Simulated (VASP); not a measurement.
# VN (Fm-3m) in VASP: further runs, part 2 of 2

VASP 6.6.1. The steps go on from the part before.

## Step 5: Single point, PBE, collinear spin, ferromagnetic start

The input, INCAR:

```
SYSTEM = VN
PREC = Accurate ; ENCUT = 600
EDIFF = 1E-6 ; ISMEAR = 0
SIGMA = 0.1 ; LREAL = .FALSE.
LASPH = .TRUE. ; NELM = 200
ALGO = Normal ; ISIF = 2
LWAVE = .FALSE. ; LCHARG = .FALSE.
ISPIN = 2 ; MAGMOM = 0.3 0
LORBIT = 11 ; LMAXMIX = 4
GGA = PE ; NBANDS = 20
GGA_COMPAT = .FALSE.
```

The input, KPOINTS:

```
Automatic mesh
0
G
  2 2 2
  0 0 0
```

The input, POSCAR:

```
VN
1.0
    0.0000000000      2.0624650000      2.0624650000
    2.0624650000      0.0000000000      2.0624650000
    2.0624650000      2.0624650000      0.0000000000
V N
1 1
Direct
    0.0000000000      0.0000000000      0.0000000000
    0.5000000000      0.5000000000      0.5000000000
```

Potentials or basis: VASP PAW PBE potentials, release 64 (V_sv, N).

Run with:

```bash
> cat potpaw_PBE.64/V_sv/POTCAR potpaw_PBE.64/N/POTCAR > POTCAR
> mpirun -np 1 vasp_std > vasp.out
```

OUTCAR:

```text
SYSTEM = VN
   PREC = Accurate
   ENCUT = 600
   EDIFF = 1E-6
   ISMEAR = 0
   LREAL = .FALSE.
   LASPH = .TRUE.
   NELM = 200
   ISIF = 2
   ISPIN = 2
   LORBIT = 11
   GGA = PE

 ion  position               nearest neighbor table
   1  0.000  0.000  0.000-   2 2.06   2 2.06   2 2.06   2 2.06   2 2.06   2 2.06
   2  0.500  0.500  0.500-   1 2.06   1 2.06   1 2.06   1 2.06   1 2.06   1 2.06

  LATTYP: Found a face centered cubic cell.
 ALAT       =     4.1249300000

  Lattice vectors:

 A1 = (   0.0000000000,   2.0624650000,   2.0624650000)
 A2 = (   2.0624650000,   0.0000000000,   2.0624650000)
 A3 = (   2.0624650000,   2.0624650000,   0.0000000000)

Analysis of symmetry for initial positions (statically):
=====================================================================
 Subroutine PRICEL returns:
 Original cell was already a primitive cell.

 Routine SETGRP: Setting up the symmetry group for a
 face centered cubic supercell.

 Subroutine GETGRP returns: Found 48 space group operations
 (whereof 48 operations were pure point group operations)
 out of a pool of 48 trial point group operations.

The static configuration has the point symmetry O_h .

Analysis of symmetry for dynamics (positions and initial velocities):
=====================================================================
 Subroutine PRICEL returns:
 Original cell was already a primitive cell.

 Routine SETGRP: Setting up the symmetry group for a
 face centered cubic supercell.

 Subroutine GETGRP returns: Found 48 space group operations
 (whereof 48 operations were pure point group operations)
 out of a pool of 48 trial point group operations.

The dynamic configuration has the point symmetry O_h .

Analysis of structural, dynamic, and magnetic symmetry:
=====================================================================
 Subroutine PRICEL returns:
 Original cell was already a primitive cell.

 Routine SETGRP: Setting up the symmetry group for a
 face centered cubic supercell.

 Subroutine GETGRP returns: Found 48 space group operations
 (whereof 48 operations were pure point group operations)
 out of a pool of 48 trial point group operations.

The overall configuration has the point symmetry O_h .

 Subroutine INISYM returns: Found 48 space group operations
 (whereof 48 operations are pure point group operations),
 and found     1 'primitive' translations

----------------------------------------------------------------------------------------

                                     Primitive cell

  volume of cell :      17.5465

  direct lattice vectors                    reciprocal lattice vectors
     0.000000000  2.062465000  2.062465000    -0.242428356  0.242428356  0.242428356
     2.062465000  0.000000000  2.062465000     0.242428356 -0.242428356  0.242428356
     2.062465000  2.062465000  0.000000000     0.242428356  0.242428356 -0.242428356

  length of vectors
     2.916765975  2.916765975  2.916765975     0.419898230  0.419898230  0.419898230

  position of ions in fractional coordinates (direct lattice)
     0.000000000  0.000000000  0.000000000
     0.500000000  0.500000000  0.500000000

  ion indices of the primitive-cell ions
   primitive index   ion index
[... 45 lines left out ...]
   ICHARG =      2    charge: 1-file 2-atom 10-const
   ISPIN  =      2    spin polarized calculation?
   LNONCOLLINEAR =      F non collinear calculations
   LSORBIT =      F    spin-orbit coupling
   LASPH  =      T    aspherical Exc in radial PAW
   ENCUT  =  600.0 eV  44.10 Ry    6.64 a.u.   5.83  5.83  5.83*2*pi/ulx,y,z
   NELM   =    200;   NELMIN=  2; NELMDL= -5     # of ELM steps
   EDIFF  = 0.1E-05   stopping-criterion for ELM
   LREAL  =      F    real-space projection
   EDIFFG = 0.1E-04   stopping-criterion for IOM
   NSW    =      0    number of steps for IOM
   IBRION =     -1    ionic relax: 0-MD 1-quasi-New 2-CG
   NFREE  =      0    steps in history (QN), initial steepest desc. (CG)
   ISIF   =      2    stress and relaxation
   ISYM   =      2    0-nonsym 1-usesym 2-fastsym
   POTIM  = 0.5000    time-step for ionic-motion
   TEBEG  =    0.0;   TEEND  =   0.0 temperature during run
   PSTRESS=    0.0 pullay stress
   NELECT =      18.0000    total number of electrons
   NUPDOWN=      -1.0000    fix difference up-down
   EMIN   =  10.00;   EMAX   =-10.00  energy-range for DOS
   EFERMI =   0.00;   METHOD = LEGACY
   ISMEAR =     0;   SIGMA  =   0.10  broadening in eV -4-tet -1-fermi 0-gaus
   EFERMI_NEDOS =   21; number of points for ismear=-14 and -15
   IALGO  =     38    algorithm
   IMIX   =      4    mixing-type and parameters
     AMIX     =   0.40;   BMIX     =  1.00
     AMIX_MAG =   1.60;   BMIX_MAG =  1.00
  volume/ion in A,a.u.               =       8.77        59.20
  Fermi-wavevector in a.u.,A,eV,Ry     =   1.651084  3.120096 37.090533  2.726077
  Thomas-Fermi vector in A             =   2.739923
   LORBIT       =     11    0 simple, 1 ext, 2 COOP (PROOUT), +10 PAW based schemes
   GGA     = PE    functional components
   LHFCALC =     F    Hartree Fock is set to
   AEXX    =    0.0000 exact exchange contribution
   IVDW    =     0    specifies the selected vdW correction
   LEPSILON=     F    determine dielectric tensor
   LRPA    =     F    only Hartree local field effects (RPA)
 spin polarized calculation
 Gauss-broadening in eV      SIGMA  =   0.10
  energy-cutoff  :      600.00
  volume of cell :       17.55
 maximum number of plane-waves:       588
 NGX is ok and might be reduce to    24
   NGX = 11   NGY = 11   NGZ = 11

 number of electron      18.0000005 magnetization       0.0008105

 number of electron      18.0000005 magnetization      -0.0010639

 Free energy of the ion-electron system (eV)
  ---------------------------------------------------
  ext. energy  EPLUGINS =         0.00000000
  ---------------------------------------------------
  free energy    TOTEN  =       -18.94019077 eV

  energy without entropy =      -18.94019077  energy(sigma->0) =      -18.94019077

 E-fermi :  11.3416     XC(G=0): -13.5779

 val. band max:       10.8836264239   @ k =   0.0000   0.0000   0.0000
 cond. band min:      11.8006856239   @ k =   0.5000   0.5000   0.0000
 fundamental gap:      0.9170591999
 Fermi energy:        11.3416015882

 spin component 1

 k-point     1 :       0.0000    0.0000    0.0000
  band No.  band energies     occupation
      1     -54.3134      1.00000
      2     -27.9092      1.00000
      3     -27.9092      1.00000
      4     -27.9092      1.00000
      5      -5.5646      1.00000
      6       9.8889      1.00000
[... 45 lines left out ...]
      6       5.6033      1.00000
[... 12 lines left out ...]
     19      39.5359      0.00000
     20      42.0989      0.00000
 Fermi energy:        11.3416015882

 spin component 2

 k-point     1 :       0.0000    0.0000    0.0000
  band No.  band energies     occupation
      1     -54.3143      1.00000
      2     -27.9099      1.00000
      3     -27.9099      1.00000
      4     -27.9099      1.00000
      5      -5.5653      1.00000
      6       9.8883      1.00000
[... 58 lines left out ...]
     19      39.5354      0.00000
     20      42.0982      0.00000

------------------------ aborting loop because EDIFF is reached ----------------------------------------

  FORCE on cell =-STRESS in cart. coord.  units (eV):
  Direction    XX          YY          ZZ          XY          YZ          ZX
  --------------------------------------------------------------------------------------
  -------------------------------------------------------------------------------------
  Total       -0.0936793     -0.0936793     -0.0936793      0.0000000     -0.0000000      0.0000000
  in kB       -8.5539076     -8.5539076     -8.5539076      0.0000000     -0.0000000      0.0000000
  external PRESSURE =      -8.5539076 kB  Pullay stress =       0.0000000 kB

 VOLUME and BASIS-vectors are now :
 -----------------------------------------------------------------------------
  energy-cutoff  :      600.00
  volume of cell :       17.55
      direct lattice vectors                 reciprocal lattice vectors
     0.000000000  2.062465000  2.062465000    -0.242428356  0.242428356  0.242428356
     2.062465000  0.000000000  2.062465000     0.242428356 -0.242428356  0.242428356
     2.062465000  2.062465000  0.000000000     0.242428356  0.242428356 -0.242428356

 POSITION                                       TOTAL-FORCE (eV/Angst)
 -----------------------------------------------------------------------------------
      0.00000      0.00000      0.00000        -0.000000     -0.000000     -0.000000
      2.06246      2.06246      2.06246         0.000000      0.000000      0.000000
 -----------------------------------------------------------------------------------
    total drift:                                0.000000     -0.000000     -0.000000

  FREE ENERGIE OF THE ION-ELECTRON SYSTEM (eV)
  ---------------------------------------------------
  free  energy   TOTEN  =       -18.9401907735 eV

  energy  without entropy=      -18.9401907735  energy(sigma->0) =      -18.94019077

 total charge

# of ion       s       p       d       tot
------------------------------------------
    1        2.209   6.338   2.981  11.527
    2        1.204   2.608   0.000   3.812
--------------------------------------------------
tot          3.412   8.946   2.981  15.339

 magnetization (x)

# of ion       s       p       d       tot
------------------------------------------
    1        0.000   0.000   0.000   0.000
    2        0.000  -0.000   0.000  -0.000
--------------------------------------------------
tot          0.000   0.000   0.000   0.000
```

OSZICAR:

```text
N       E                     dE             d eps       ncg     rms          rms(c)
DAV:   1     0.161014433210E+03    0.16101E+03   -0.96857E+03   240   0.109E+03
DAV:   2    -0.192631254379E+02   -0.18028E+03   -0.16952E+03   244   0.349E+02
DAV:   3    -0.251654663470E+02   -0.59023E+01   -0.58601E+01   268   0.662E+01
DAV:   4    -0.251941180883E+02   -0.28652E-01   -0.28647E-01   268   0.492E+00
DAV:   5    -0.251942801624E+02   -0.16207E-03   -0.16207E-03   276   0.358E-01    0.304E+01
DAV:   6    -0.190543963534E+02    0.61399E+01   -0.84198E+00   272   0.445E+01    0.433E+00
DAV:   7    -0.189844971682E+02    0.69899E-01   -0.13354E+00   240   0.113E+01    0.604E+00
DAV:   8    -0.189562355479E+02    0.28262E-01   -0.39000E-02   272   0.194E+00    0.329E+00
DAV:   9    -0.189414491890E+02    0.14786E-01   -0.16746E-02   256   0.147E+00    0.787E-01
DAV:  10    -0.189405413986E+02    0.90779E-03   -0.11787E-03   272   0.439E-01    0.402E-01
DAV:  11    -0.189402315219E+02    0.30988E-03   -0.32883E-04   268   0.230E-01    0.172E-01
DAV:  12    -0.189401900049E+02    0.41517E-04   -0.11674E-04   264   0.115E-01    0.221E-02
DAV:  13    -0.189401907735E+02   -0.76854E-06   -0.64872E-06   260   0.251E-02
   1 F= -.18940191E+02 E0= -.18940191E+02  d E =-.253475E-10  mag=     0.0001
```

It took 5.6 s on 1 thread of Intel Xeon Platinum 8559C (Emerald Rapids), shared host; peak memory 0.14 GiB.

What came out:

- Free energy: -18.9402 eV
- Pressure: -0.9 GPa
- Band gap on the k mesh: zero (filled and empty bands overlap)
- Net moment: 0.00 μB per cell
- Valence electrons inside the program's atomic spheres: V 11.53; N 3.81

Caveat: the k points lie up to 1.32 Å⁻¹ apart.
